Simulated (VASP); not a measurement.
A run of VASP 6.6.1:

The input INCAR:

```
PREC = Accurate ; ENCUT = 600
EDIFF = 1E-6 ; ISMEAR = 0
SIGMA = 0.1 ; LREAL = False
LASPH = True ; NELM = 80
ALGO = Fast ; ISIF = 3
LWAVE = False ; LCHARG = False
GGA = PS ; IBRION = 2
NSW = 80 ; EDIFFG = -0.003
```

Contents of KPOINTS:

```
Automatic mesh
0
Gamma
  48 48 48
```

POSCAR

```
W
1.0
   -1.5850000000      1.5850000000      1.5850000000
    1.5850000000     -1.5850000000      1.5850000000
    1.5850000000      1.5850000000     -1.5850000000
W
1
Direct
    0.0000000000      0.0000000000      0.0000000000
```

Potentials or basis: VASP PAW PBE potentials, release 64 (W_sv).

Command:

```bash
$ cat potpaw_PBE.64/W_sv/POTCAR > POTCAR
$ mpirun -np 1 vasp_std > vasp.out
```

Hardware: 1 thread of Intel(R) Xeon(R) 6975P-C (Granite Rapids), on a shared host.

Task: Estimate the wall time of this run.

Result: It took 10 min on 1 thread of Intel(R) Xeon(R) 6975P-C (Granite Rapids), with other jobs on the host, peak memory 0.73 GiB. Counts: scf iterations 51, k points 2769, ion steps 8.
